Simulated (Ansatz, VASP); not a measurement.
## BaPtPbSe3: VASP beside Ansatz

```xyz
6
Lattice="5.0483 0.0000 0.0000 0.0000 5.0483 0.0000 0.0000 0.0000 7.0578" Properties=species:S:1:pos:R:3 pbc="T T T"
Ba    0.0000    0.0000    1.9368
Pt    2.5242    2.5242    6.5081
Pb    0.0000    0.0000    5.3159
Se    2.5242    0.0000   -0.2202
Se    0.0000    2.5242   -0.2202
Se    2.5242    2.5242    3.8558
```

Alike in both runs: functional PBE; k mesh 3 × 3 × 2; occupations gaussian, width 0.15 eV; no spin polarisation.

Ansatz relaxed the structure, and its values are those at the end. VASP's run is a single point on that final structure, the one shown.

|  | VASP | Ansatz |
| --- | --- | --- |
| version | VASP 6.6.1 | Ansatz 0.2.0 |
| potentials or method | VASP PAW PBE potentials, release 64 (Ba_sv, Pt, Pb_d, Se), cutoff 520 eV | scalar-relativistic, plane waves, PAW |
| valence electrons in the cell | 52 | 90 |

```tsv
	VASP	Ansatz	Ansatz less VASP
gap on the k mesh at the Fermi level (eV)	none	none	-
pressure (GPa)	0.1	-0.1	-0.20
rms of the force components (eV/Å)	0.037	0.019	-0.0183
```

A gap of «none» marks a metal or a gap that the smearing closes. The functional is the same, so the differences come from potentials, cutoffs and numerics. VASP's potentials hold 52 valence electrons a cell and Ansatz's 90, so a difference there can come from the potentials and not from the codes.

The k mesh is coarse, so the values compare programs but aren't converged. Spin-orbit coupling is off throughout.
